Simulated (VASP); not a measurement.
# W (Im-3m) in VASP: a series of runs, part 2 of 2

VASP 6.6.1. Earlier steps stand in the parts before.

**4. Relaxation of cell and atoms, PBE, target pressure 430 GPa, at which the enthalpy is minimised**

INCAR

```
PREC = Accurate ; ENCUT = 600
EDIFF = 1E-6 ; ISMEAR = -1
SIGMA = 0.05 ; LREAL = F
LASPH = T ; NELM = 60
ALGO = Normal ; ISIF = 3
LWAVE = F ; LCHARG = F
GGA = PE ; IBRION = 2
NSW = 32 ; EDIFFG = -0.005
PSTRESS = 4300.0
```

KPOINTS

```
regular mesh
0
Gamma
  20 20 20
```

POSCAR

```
W
1.0
   -1.3421465761      1.3421465761      1.3421465761
    1.3421465761     -1.3421465761      1.3421465761
    1.3421465761      1.3421465761     -1.3421465761
W
1
Direct
    0.0000000000      0.0000000000      0.0000000000
```

Potentials or basis: VASP PAW PBE potentials, release 64 (W_sv).

Command:

```sh
> cat potpaw_PBE.64/W_sv/POTCAR > POTCAR
> mpirun -np 1 vasp_std > vasp.out
```

OUTCAR:

```text
PREC = Accurate
   ENCUT = 600
   EDIFF = 1E-6
   ISMEAR = -1
   LREAL = F
   LASPH = T
   NELM = 60
   ISIF = 3
   GGA = PE
   IBRION = 2
   NSW = 32
   EDIFFG = -0.005
   PSTRESS = 4300.0

 ion  position               nearest neighbor table
   1  0.000  0.000  0.000-

  LATTYP: Found a body centered cubic cell.
 ALAT       =     2.6842931522

  Lattice vectors:

 A1 = (  -1.3421465761,   1.3421465761,   1.3421465761)
 A2 = (   1.3421465761,  -1.3421465761,   1.3421465761)
 A3 = (   1.3421465761,   1.3421465761,  -1.3421465761)

Analysis of symmetry for initial positions (statically):
=====================================================================
 Subroutine PRICEL returns:
 Original cell was already a primitive cell.

 Routine SETGRP: Setting up the symmetry group for a
 body centered cubic supercell.

 Subroutine GETGRP returns: Found 48 space group operations
 (whereof 48 operations were pure point group operations)
 out of a pool of 48 trial point group operations.

The static configuration has the point symmetry O_h .

Analysis of symmetry for dynamics (positions and initial velocities):
=====================================================================
 Subroutine PRICEL returns:
 Original cell was already a primitive cell.

 Routine SETGRP: Setting up the symmetry group for a
 body centered cubic supercell.

 Subroutine GETGRP returns: Found 48 space group operations
 (whereof 48 operations were pure point group operations)
 out of a pool of 48 trial point group operations.

The dynamic configuration has the point symmetry O_h .

 Subroutine INISYM returns: Found 48 space group operations
 (whereof 48 operations are pure point group operations),
 and found     1 'primitive' translations

----------------------------------------------------------------------------------------

                                     Primitive cell

  volume of cell :       9.6707

  direct lattice vectors                    reciprocal lattice vectors
    -1.342146576  1.342146576  1.342146576     0.000000000  0.372537552  0.372537552
     1.342146576 -1.342146576  1.342146576     0.372537552  0.000000000  0.372537552
     1.342146576  1.342146576 -1.342146576     0.372537552  0.372537552  0.000000000

  length of vectors
     2.324666061  2.324666061  2.324666061     0.526847659  0.526847659  0.526847659

  position of ions in fractional coordinates (direct lattice)
     0.000000000  0.000000000  0.000000000

  ion indices of the primitive-cell ions
   primitive index   ion index
                 1           1

----------------------------------------------------------------------------------------

 KPOINTS: regular mesh

Automatic generation of k-mesh.
 Grid dimensions read from file:
 generate k-points for:   20   20   20

 Generating k-lattice:

  Cartesian coordinates                     Fractional coordinates (reciprocal lattice)
     0.000000000  0.018626878  0.018626878     0.050000000  0.000000000  0.000000000
[... 44 lines left out ...]
   dimension x,y,z NGX =    20 NGY =   20 NGZ =   20
   dimension x,y,z NGXF=    40 NGYF=   40 NGZF=   40
   ions per type =               1
   NGX,Y,Z   is equivalent  to a cutoff of  14.30, 14.30, 14.30 a.u.
   NGXF,Y,Z  is equivalent  to a cutoff of  28.61, 28.61, 28.61 a.u.
 SYSTEM =  unknown system
   PREC   = accura    normal or accurate (medium, high low for compatibility)
   ISTART =      0    job   : 0-new  1-cont  2-samecut
   ICHARG =      2    charge: 1-file 2-atom 10-const
   ISPIN  =      1    spin polarized calculation?
   LNONCOLLINEAR =      F non collinear calculations
   LSORBIT =      F    spin-orbit coupling
   LASPH  =      T    aspherical Exc in radial PAW
   ENCUT  =  600.0 eV  44.10 Ry    6.64 a.u.   4.64  4.64  4.64*2*pi/ulx,y,z
   NELM   =     60;   NELMIN=  2; NELMDL= -5     # of ELM steps
   EDIFF  = 0.1E-05   stopping-criterion for ELM
   LREAL  =      F    real-space projection
   EDIFFG = -.5E-02   stopping-criterion for IOM
   NSW    =     32    number of steps for IOM
   IBRION =      2    ionic relax: 0-MD 1-quasi-New 2-CG
   NFREE  =      1    steps in history (QN), initial steepest desc. (CG)
   ISIF   =      3    stress and relaxation
   ISYM   =      2    0-nonsym 1-usesym 2-fastsym
   POTIM  = 0.5000    time-step for ionic-motion
   TEBEG  =    0.0;   TEEND  =   0.0 temperature during run
   PSTRESS= 4300.0 pullay stress
   NELECT =      14.0000    total number of electrons
   NUPDOWN=      -1.0000    fix difference up-down
   EMIN   =  10.00;   EMAX   =-10.00  energy-range for DOS
   EFERMI =   0.00;   METHOD = LEGACY
   ISMEAR =    -1;   SIGMA  =   0.05  broadening in eV -4-tet -1-fermi 0-gaus
   EFERMI_NEDOS =   21; number of points for ismear=-14 and -15
   IALGO  =     38    algorithm
   IMIX   =      4    mixing-type and parameters
     AMIX     =   0.40;   BMIX     =  1.00
     AMIX_MAG =   1.60;   BMIX_MAG =  1.00
  volume/ion in A,a.u.               =       9.67        65.26
  Fermi-wavevector in a.u.,A,eV,Ry     =   1.851957  3.499691 46.664510  3.429745
  Thomas-Fermi vector in A             =   2.901812
   LORBIT       =      0    0 simple, 1 ext, 2 COOP (PROOUT), +10 PAW based schemes
   GGA     = PE    functional components
   LHFCALC =     F    Hartree Fock is set to
   AEXX    =    0.0000 exact exchange contribution
   IVDW    =     0    specifies the selected vdW correction
   LEPSILON=     F    determine dielectric tensor
   LRPA    =     F    only Hartree local field effects (RPA)
 conjugate gradient relaxation of ions
 non-spin polarized calculation
  energy-cutoff  :      600.00
  volume of cell :        9.67
 maximum number of plane-waves:       336
   NGX =  9   NGY =  9   NGZ =  9

--------------------------------------- Ionic step        1  -------------------------------------------

 number of electron      13.9999999 magnetization

 Free energy of the ion-electron system (eV)
  ---------------------------------------------------
  ext. energy  EPLUGINS =         0.00000000
  ---------------------------------------------------
  free energy    TOTEN  =        -7.10399723 eV

  energy without entropy =       -7.09939710  energy(sigma->0) =       -7.10169716

------------------------ aborting loop because EDIFF is reached ----------------------------------------

  FORCE on cell =-STRESS in cart. coord.  units (eV):
  Direction    XX          YY          ZZ          XY          YZ          ZX
  --------------------------------------------------------------------------------------
  -------------------------------------------------------------------------------------
  Total       26.8301062     26.8301062     26.8301062      0.0000000      0.0000000      0.0000000
  in kB     4445.0140627   4445.0140627   4445.0140627      0.0000000      0.0000000      0.0000000
  external PRESSURE =     145.0140627 kB  Pullay stress =    4300.0000000 kB
[... 98 lines left out ...]
--------------------------------------- Ionic step        4  -------------------------------------------

 number of electron      13.9999998 magnetization

 Free energy of the ion-electron system (eV)
  ---------------------------------------------------
  ext. energy  EPLUGINS =         0.00000000
  ---------------------------------------------------
  free energy    TOTEN  =        -7.32258201 eV

  energy without entropy =       -7.31775933  energy(sigma->0) =       -7.32017067

 E-fermi :  20.3194     XC(G=0): -16.6227

 val. band max:       20.3035018950   @ k =  -0.2000   0.2000   0.2000
 cond. band min:      20.3301027966   @ k =  -0.3500   0.3500   0.2500
 fundamental gap:      0.0266009016
 Fermi energy:        20.3194067696

 k-point     1 :       0.0000    0.0000    0.0000
  band No.  band energies     occupation
      1     -54.5826      2.00000
      2     -16.2214      2.00000
      3     -16.2214      2.00000
      4     -16.2214      2.00000
      5       8.3846      2.00000
      6      17.4021      2.00000
      7      17.4021      2.00000
      8      17.4021      2.00000
      9      23.2120      0.00000
     10      23.2120      0.00000
     11      35.1918      0.00000
[... 309 lines left out ...]
 k-point    24 :       0.2500    0.1000    0.0000
  band No.  band energies     occupation
      1     -53.9174      2.00000
      2     -20.0291      2.00000
      3     -17.4592      2.00000
      4     -16.5000      2.00000
      5      11.6757      2.00000
      6      14.4141      2.00000
      7      17.7058      2.00000
      8      22.0717      0.00000
      9      24.7848      0.00000
     10      26.0020      0.00000
     11      37.3975      0.00000

 [... further k-points ...]

------------------------ aborting loop because EDIFF is reached ----------------------------------------

  FORCE on cell =-STRESS in cart. coord.  units (eV):
  Direction    XX          YY          ZZ          XY          YZ          ZX
  --------------------------------------------------------------------------------------
  -------------------------------------------------------------------------------------
  Total       26.1677106     26.1677106     26.1677106      0.0000000      0.0000000      0.0000000
  in kB     4299.6567620   4299.6567620   4299.6567620      0.0000000      0.0000000      0.0000000
  external PRESSURE =      -0.3432380 kB  Pullay stress =    4300.0000000 kB
[... 20 lines left out ...]
  energy  without entropy=       -7.3177593320  energy(sigma->0) =       -7.32017067

  enthalpy is  TOTEN    =        18.8472175837 eV   P V=       26.1697995905

 reached required accuracy - stopping structural energy minimisation
```

OSZICAR:

```text
N       E                     dE             d eps       ncg     rms          rms(c)
DAV:   1     0.850571322703E+02    0.85057E+02   -0.85563E+03  5680   0.171E+03
[... 30 lines left out ...]
   3 F= 0.18847253E+02 E0= 0.18849677E+02  d E =-.355067E-02
       N       E                     dE             d eps       ncg     rms          rms(c)
DAV:   1    -0.732264574153E+01    0.20536E-01   -0.16855E-03  5932   0.736E-01    0.197E-01
DAV:   2    -0.732259277939E+01    0.52962E-04   -0.61337E-05  5677   0.125E-01    0.592E-02
DAV:   3    -0.732258103943E+01    0.11740E-04   -0.27291E-05  5902   0.817E-02    0.239E-02
DAV:   4    -0.732258209610E+01   -0.10567E-05   -0.94445E-07  3744   0.137E-02    0.558E-03
DAV:   5    -0.732258200678E+01    0.89324E-07   -0.96144E-08  2816   0.496E-03
   4 F= 0.18847218E+02 E0= 0.18849629E+02  d E =-.358645E-02
```

CONTCAR:

```text
W
   1.00000000000000
    -1.3458423102820891    1.3458423102820891    1.3458423102820891
     1.3458423102820891   -1.3458423102820891    1.3458423102820891
     1.3458423102820891    1.3458423102820891   -1.3458423102820891
  W
     1
Direct
     0.0000000000000000    0.0000000000000000    0.0000000000000000

  0.00000000E+00  0.00000000E+00  0.00000000E+00
```

Wall time 34 s (1 thread of Intel Xeon 6975P-C (Granite Rapids), shared host); peak memory 0.16 GiB.

What came out:

```
Free energy                                            : -7.3226 eV
Relaxed volume                                         : 9.75 Å³/atom
Relaxed cell                                           : a = 2.331 Å, b = 2.331 Å, c = 2.331 Å, α = 109.47°, β = 109.47°, γ = 109.47°
Space group after relaxing (to 0.05 Å)                 : Im-3m (No. 229)
Energy change on relaxing (the enthalpy is what falls) : -218.6 meV/atom
Ionic steps                                            : 4
Pressure after relaxing                                : 430.0 GPa
Band gap on the k mesh                                 : zero (band 7 reaches 29.55 eV, above the bottom of band 8 at 17.40 eV)
```

Step by step:
```
step  energy change (eV)  largest force (eV/Å)  pressure (GPa)  volume (Å³)
   1              0.0000                0.0000          444.50         9.67
   2             -2.7645                0.0000          263.82        10.95
   3             -0.2392                0.0000          428.62         9.76
   4             -0.2186                0.0000          429.97         9.75
```

Final structure:
```
W
1.0
    -1.34584    1.34584    1.34584
     1.34584   -1.34584    1.34584
     1.34584    1.34584   -1.34584
W
1
Direct
  0.00000 0.00000 0.00000
```

Levels at points of the mesh, in eV from the Fermi level:
| k point | band 5 | band 6 | band 7 | band 8 | band 9 | band 10 |
| --- | --- | --- | --- | --- | --- | --- |
| (0.00, 0.00, 0.00) | -11.93 | -2.92 | -2.92 | -2.92 | 2.89 | 2.89 |
| (0.50, 0.00, 0.00) | -10.63 | -7.27 | 3.52 | 4.11 | 5.18 | 11.49 |
| (0.50, 0.50, 0.50) | -11.55 | -11.55 | 9.23 | 9.23 | 9.23 | 13.50 |

Caveat: the cell is relaxed towards a set pressure, so the enthalpy falls and the energy may rise; spin-orbit coupling is left out, which moves the levels of the heavy elements.

**5. Summary**

| task | cell | cutoff (eV) | gap on the mesh (eV) | pressure (GPa) |
| --- | --- | --- | --- | --- |
| single point | a = 2.325 Å, angles 109.5°, 1 atom | 520 | none | 444.4 |
| relaxation of cell and atoms | relaxed to 430 GPa from a = 2.317 Å, angles 109.5°, 1 atom | 600 | none | 430.1 |
| relaxation of cell and atoms | relaxed to 430 GPa from a = 2.325 Å, angles 109.5°, 1 atom | 600 | none | 430.0 |

Alike in all rows: level PBE; potentials or basis VASP PAW PBE potentials, release 64 (W_sv); no spin polarisation; k mesh 20 × 20 × 20; smearing fermi-dirac 0.05 eV.

Caveats: spin-orbit coupling is left out, which moves the levels of the heavy elements; the cell is relaxed towards a set pressure, so the enthalpy falls and the energy may rise (some runs).

Absolute energies hang on the potentials; compare differences alone.
